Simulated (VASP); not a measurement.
# Co14NiW5 in VASP: notebook

Co14NiW5 is run at these levels: PBE; tasks: single point.

Everything below comes from runs of VASP 6.6.1. Logs are shortened: lines on timing, memory, paths and dates and some standing lists are left out, and cuts for length are marked.

### 1 The cell of the first run

The cell holds a disordered packing, 20 atoms: a = 6.412 Å, b = 6.156 Å, c = 6.644 Å, α = 89.00°, β = 94.63°, γ = 91.19°.

### 2 Single point, PBE

INCAR

```
SYSTEM = Co14NiW5
  PREC = Accurate
  ENCUT = 400
  EDIFF = 1E-6
  ISMEAR = -1
  SIGMA = 0.05
  LREAL = Auto
  LASPH = .True.
  NELM = 120
  ALGO = Normal
  ISIF = 2
  LWAVE = .False.
  LCHARG = .False.
  GGA = PE
  ISYM = -1
  NBANDS = 119
  GGA_COMPAT = .False.
```

KPOINTS

```
explicit points
1
Reciprocal
  0.25000000   0.25000000   0.25000000 1
```

POSCAR

```
Co14NiW5
1.0
    6.4067140000     -0.0639040000     -0.2633820000
   -0.0639040000      6.1558140000      0.0545630000
   -0.2633820000      0.0545630000      6.6380590000
Co W Ni
14 5 1
Direct
    0.7585324149      0.9163614676      0.5219380174
    0.4588086446      0.2230758084      0.6693826091
    0.2447234945      0.5156100832      0.7910862995
    0.3055196481      0.3319577330      0.2946844501
    0.4621243076      0.6094940278      0.5193945100
    0.5397691542      0.0489781786      0.1481562732
    0.3144141790      0.7028949674      0.1553368202
    0.8063008507      0.1390328574      0.8597481705
    0.9906414504      0.4764400343      0.0656803636
    0.5543476161      0.4102345356      1.0247701259
    0.3093354764      0.9486056750      0.4561823908
    0.7154700881      0.6984094930      0.2064304679
    0.8114265159      0.5263878718      0.7172180659
    0.2241540456      0.1729357750      0.9459134434
    0.0654552678      0.6241676137      0.4403921812
    0.0343401307      0.8370556597      0.8216286273
    0.5486632481      0.8327303059      0.8387350519
    0.9701711235      1.0002694738      0.2016565245
    0.7037405268      0.3184536291      0.4026084737
    0.0508599852      0.2069359353      0.5674546670
```

Potentials or basis: VASP PAW PBE potentials, release 64 (Co, W_sv, Ni).

Launch:

```
> cat potpaw_PBE.64/Co/POTCAR potpaw_PBE.64/W_sv/POTCAR potpaw_PBE.64/Ni/POTCAR > POTCAR
> mpirun -np 1 vasp_std > vasp.out
```

OUTCAR:

```text
SYSTEM = Co14NiW5
   PREC = Accurate
   ENCUT = 400
   EDIFF = 1E-6
   ISMEAR = -1
   LREAL = Auto
   LASPH = .True.
   NELM = 120
   ISIF = 2
   GGA = PE
   ISYM = -1

 ion  position               nearest neighbor table
   1  0.759  0.916  0.522-  12 2.50  20 2.57  16 2.60  19 2.61  17 2.63   8 2.64   5 2.65  18 2.65
                            13 2.72  15 2.78   6 2.87  11 2.89   2 2.96
   2  0.459  0.223  0.669-  11 2.36   3 2.47  14 2.48  19 2.52   8 2.53   5 2.56  20 2.65  10 2.67
                             4 2.68  17 2.69  13 2.90   1 2.96
   3  0.245  0.516  0.791-  14 2.34   5 2.42  16 2.44   2 2.47  10 2.51   9 2.55  15 2.60  20 2.66
                             7 2.70  17 2.73  13 2.78
   4  0.306  0.332  0.295-   5 2.44   7 2.45  10 2.53  14 2.54  11 2.58   6 2.58   9 2.59  19 2.60
                            20 2.63  15 2.64   2 2.68  18 2.97
   5  0.462  0.609  0.519-  11 2.34   3 2.42   4 2.44  15 2.56  13 2.56  19 2.56   2 2.56  17 2.56
                             7 2.58   1 2.65  12 2.78
   6  0.540  0.049  0.148-  10 2.36  14 2.46  12 2.47  17 2.47  19 2.54   7 2.55   4 2.58  11 2.68
                             8 2.71  18 2.78   1 2.87
   7  0.314  0.703  0.155-   4 2.45   9 2.51  11 2.53   6 2.55  12 2.57   5 2.58  10 2.60  15 2.61
                             3 2.70  17 2.78  16 2.86  18 2.94
   8  0.806  0.139  0.860-  16 2.42  17 2.48   2 2.53  13 2.55  18 2.56  20 2.62   1 2.64  10 2.66
                            14 2.70   9 2.71   6 2.71  19 3.24
   9  0.991  0.476  0.066-  12 2.50   7 2.51  13 2.52   3 2.55   4 2.59  14 2.59  15 2.67   8 2.71
                            16 2.75  10 2.81  18 3.06  19 3.14
  10  0.554  0.410  0.025-  12 2.34   6 2.36   3 2.51   4 2.53  14 2.57   7 2.60   8 2.66   2 2.67
                            19 2.67  13 2.80   9 2.81  17 2.86
  11  0.309  0.949  0.456-   5 2.34   2 2.36  20 2.48  15 2.51   7 2.53   4 2.58  18 2.67   6 2.68
                             1 2.89  17 2.95  16 3.17
  12  0.715  0.698  0.206-  10 2.34  18 2.45   6 2.47   1 2.50   9 2.50   7 2.57  19 2.66  15 2.67
                            17 2.71   5 2.78
  13  0.811  0.526  0.717-  16 2.44  19 2.51   9 2.52   8 2.55   5 2.56  15 2.61   1 2.72  17 2.73
                            20 2.77   3 2.78  10 2.80   2 2.90
  14  0.224  0.173  0.946-   3 2.34   6 2.46   2 2.48  16 2.50   4 2.54  10 2.57   9 2.59  18 2.64
                            20 2.67   8 2.70  17 3.11
  15  0.065  0.624  0.440-  11 2.51   5 2.56   3 2.60   7 2.61  13 2.61   4 2.64  12 2.67   9 2.67
                            20 2.69   1 2.78  18 2.83  16 2.89  19 2.95
  16  0.034  0.837  0.822-   8 2.42   3 2.44  13 2.44  14 2.50   1 2.60   9 2.75  18 2.80  20 2.82
                             7 2.86  15 2.89  17 3.13  11 3.17  17 3.29
  17  0.549  0.833  0.839-   6 2.47   8 2.48   5 2.56   1 2.63   2 2.69  12 2.71  13 2.73   3 2.73
                             7 2.78  10 2.86  11 2.95  14 3.11  16 3.13  16 3.29
  18  0.970  0.000  0.202-  12 2.45   8 2.56  14 2.64   1 2.65  11 2.67  20 2.77   6 2.78  16 2.80
                            15 2.83   7 2.94   4 2.97  19 3.02   9 3.06
  19  0.704  0.318  0.403-  20 2.50  13 2.51   2 2.52   6 2.54   5 2.56   4 2.60   1 2.61  12 2.66
                            10 2.67  15 2.95  18 3.02   9 3.14   8 3.24
  20  0.051  0.207  0.567-  11 2.48  19 2.50   1 2.57   8 2.62   4 2.63   2 2.65   3 2.66  14 2.67
                            15 2.69  13 2.77  18 2.77  16 2.82

IMPORTANT INFORMATION: All symmetrisations will be switched off!
NOSYMM: (Re-)initialisation of all symmetry stuff for point group C_1.

----------------------------------------------------------------------------------------

                                     Primitive cell

  volume of cell :     261.3240

  direct lattice vectors                    reciprocal lattice vectors
     6.406714000 -0.063904000 -0.263382000     0.156356410  0.001568274  0.006190950
    -0.063904000  6.155814000  0.054563000     0.001568274  0.162475619 -0.001273279
    -0.263382000  0.054563000  6.638059000     0.006190950 -0.001273279  0.150902554

  length of vectors
     6.412444002  6.156387483  6.643506189     0.156486787  0.162488177  0.151034864

  position of ions in fractional coordinates (direct lattice)
     0.758532415  0.916361468  0.521938017
     0.458808645  0.223075808  0.669382609
     0.244723495  0.515610083  0.791086300
     0.305519648  0.331957733  0.294684450
     0.462124308  0.609494028  0.519394510
     0.539769154  0.048978179  0.148156273
[... 12 lines left out ...]
     0.703740527  0.318453629  0.402608474
     0.050859985  0.206935935  0.567454667

  ion indices of the primitive-cell ions
   primitive index   ion index
                 1           1
                 2           2
                 3           3
                 4           4
                 5           5
                 6           6
[... 12 lines left out ...]
                19          19
                20          20

----------------------------------------------------------------------------------------

 KPOINTS: explicit points

Read explicit list of k-points.

 Found      1 k-points:

 Following reciprocal coordinates:
            Coordinates               Weight
  0.250000  0.250000  0.250000      1.000000
   k-points           NKPTS =      1   k-points in BZ     NKDIM =      1   number of bands    NBANDS=    119
   number of dos      NEDOS =    301   number of ions     NIONS =     20
   total plane-waves  NPLWV =  80640
   dimension x,y,z NGX =    42 NGY =   40 NGZ =   48
   dimension x,y,z NGXF=    84 NGYF=   80 NGZF=   96
   ions per type =              14   5   1
   NGX,Y,Z   is equivalent  to a cutoff of  10.89, 10.80, 12.01 a.u.
   NGXF,Y,Z  is equivalent  to a cutoff of  21.78, 21.60, 24.02 a.u.
 SYSTEM =  Co14NiW5
   PREC   = accura    normal or accurate (medium, high low for compatibility)
   ISTART =      0    job   : 0-new  1-cont  2-samecut
   ICHARG =      2    charge: 1-file 2-atom 10-const
   ISPIN  =      1    spin polarized calculation?
   LNONCOLLINEAR =      F non collinear calculations
   LSORBIT =      F    spin-orbit coupling
   LASPH  =      T    aspherical Exc in radial PAW
   ENCUT  =  400.0 eV  29.40 Ry    5.42 a.u.  10.46 10.04 10.83*2*pi/ulx,y,z
   NELM   =    120;   NELMIN=  2; NELMDL= -5     # of ELM steps
   EDIFF  = 0.1E-05   stopping-criterion for ELM
   LREAL  =      T    real-space projection
   EDIFFG = 0.1E-04   stopping-criterion for IOM
   NSW    =      0    number of steps for IOM
   IBRION =     -1    ionic relax: 0-MD 1-quasi-New 2-CG
   NFREE  =      0    steps in history (QN), initial steepest desc. (CG)
   ISIF   =      2    stress and relaxation
   ISYM   =     -1    0-nonsym 1-usesym 2-fastsym
   POTIM  = 0.5000    time-step for ionic-motion
   TEBEG  =    0.0;   TEEND  =   0.0 temperature during run
   PSTRESS=    0.0 pullay stress
   NELECT =     206.0000    total number of electrons
   NUPDOWN=      -1.0000    fix difference up-down
   EMIN   =  10.00;   EMAX   =-10.00  energy-range for DOS
   EFERMI =   0.00;   METHOD = LEGACY
   ISMEAR =    -1;   SIGMA  =   0.05  broadening in eV -4-tet -1-fermi 0-gaus
   EFERMI_NEDOS =   21; number of points for ismear=-14 and -15
   IALGO  =     38    algorithm
   IMIX   =      4    mixing-type and parameters
     AMIX     =   0.40;   BMIX     =  1.00
     AMIX_MAG =   1.60;   BMIX_MAG =  1.00
  volume/ion in A,a.u.               =      13.07        88.18
  Fermi-wavevector in a.u.,A,eV,Ry     =   1.512298  2.857830 31.117155  2.287046
  Thomas-Fermi vector in A             =   2.622241
   LORBIT       =      0    0 simple, 1 ext, 2 COOP (PROOUT), +10 PAW based schemes
   GGA     = PE    functional components
   LHFCALC =     F    Hartree Fock is set to
   AEXX    =    0.0000 exact exchange contribution
   IVDW    =     0    specifies the selected vdW correction
   LEPSILON=     F    determine dielectric tensor
   LRPA    =     F    only Hartree local field effects (RPA)
 non-spin polarized calculation
  energy-cutoff  :      400.00
  volume of cell :      261.32
 maximum number of plane-waves:      4761
 NGX is ok and might be reduce to    42
   NGX = 21   NGY = 21   NGZ = 21

 number of electron     206.0000026 magnetization

 Free energy of the ion-electron system (eV)
  ---------------------------------------------------
  ext. energy  EPLUGINS =         0.00000000
  ---------------------------------------------------
  free energy    TOTEN  =      -163.93848649 eV

  energy without entropy =     -163.69000439  energy(sigma->0) =     -163.81424544

 E-fermi :   9.3432     XC(G=0): -13.0148

 val. band max:        9.3129660105   @ k =   0.2500   0.2500   0.2500
 cond. band min:       9.3506270341   @ k =   0.2500   0.2500   0.2500
 fundamental gap:      0.0376610236
 Fermi energy:         9.3431830439

 k-point     1 :       0.2500    0.2500    0.2500
  band No.  band energies     occupation
      1     -65.0320      2.00000
      2     -64.9578      2.00000
      3     -64.8361      2.00000
      4     -64.8159      2.00000
      5     -64.7460      2.00000
      6     -29.2514      2.00000
[... 107 lines left out ...]
    114      10.1326      0.00000
    115      10.2461      0.00000
 [bands above 115 left out]

------------------------ aborting loop because EDIFF is reached ----------------------------------------

  FORCE on cell =-STRESS in cart. coord.  units (eV):
  Direction    XX          YY          ZZ          XY          YZ          ZX
  --------------------------------------------------------------------------------------
  -------------------------------------------------------------------------------------
  Total      -35.4586120    -21.9698309    -31.0425060      1.2638786      4.3430263      0.5158782
  in kB     -217.3967518   -134.6970341   -190.3216054      7.7488396     26.6270942      3.1628495
  external PRESSURE =    -180.8051305 kB  Pullay stress =       0.0000000 kB

 VOLUME and BASIS-vectors are now :
 -----------------------------------------------------------------------------
  energy-cutoff  :      400.00
  volume of cell :      261.32
      direct lattice vectors                 reciprocal lattice vectors
     6.406714000 -0.063904000 -0.263382000     0.156356410  0.001568274  0.006190950
    -0.063904000  6.155814000  0.054563000     0.001568274  0.162475619 -0.001273279
    -0.263382000  0.054563000  6.638059000     0.006190950 -0.001273279  0.150902554

 POSITION                                       TOTAL-FORCE (eV/Angst)
 -----------------------------------------------------------------------------------
      4.66367      5.62096      3.31487        -0.641236     -0.358376     -0.128169
      2.74890      1.38042      4.33473         0.369485      0.250469     -0.144459
      1.32657      3.20153      5.21495        -0.281891     -0.035283      0.359214
      1.85855      2.04003      1.89378        -0.338291     -0.858199      0.206185
      2.78495      3.75074      3.35931         1.350059      0.205366     -0.251029
      3.41599      0.27509      0.84398         0.502585     -0.723567      0.738940
[... 12 lines left out ...]
      4.38227      1.93734      2.50456        -0.627097      0.267296     -0.782679
      0.16316      1.30157      3.76469         0.403316     -0.199556      0.371973
 -----------------------------------------------------------------------------------
    total drift:                               -0.004998     -0.003639     -0.011451

  FREE ENERGIE OF THE ION-ELECTRON SYSTEM (eV)
  ---------------------------------------------------
  free  energy   TOTEN  =      -163.9384864910 eV

  energy  without entropy=     -163.6900043891  energy(sigma->0) =     -163.81424544
```

Run time: 3.1 min. Hardware: 1 thread of AMD EPYC 7R43 (Zen 3), shared host; peak memory 0.23 GiB.

What came out:

| Property | Result |
| --- | --- |
| Free energy | -163.9385 eV |
| Pressure | -18.1 GPa |
| Largest force | 1.388 eV/Å |

Forces in eV/Å, atoms in the order of the input:
```
Co  -0.641 -0.358 -0.128
Co   0.369  0.250 -0.144
Co  -0.282 -0.035  0.359
Co  -0.338 -0.858  0.206
Co   1.350  0.205 -0.251
Co   0.503 -0.724  0.739
Co   0.135 -0.001 -0.557
Co   0.111  0.930 -0.188
Co  -0.347 -0.300  0.446
Co   0.401  0.121 -0.465
Co  -0.014  0.321 -0.143
Co  -0.436  0.129  0.290
Co  -0.588 -0.061  0.189
Co  -0.150 -0.115  0.393
W   -0.209 -0.399 -0.442
W    0.624  0.155  0.192
W   -0.757 -0.560 -0.198
W    0.492  1.231  0.113
W   -0.627  0.267 -0.783
Ni   0.403 -0.200  0.372
```

Stress tensor (GPa, compression positive):
```
-21.74   0.77   0.32
  0.77 -13.47   2.66
  0.32   2.66 -19.03
```

Caveat: the atoms stand as in a frame of molecular dynamics; spin-orbit coupling is left out, which moves the levels of the heavy elements; the run has no spin polarisation, though such a crystal can be magnetic.

(Continued in part 2 of 3.)
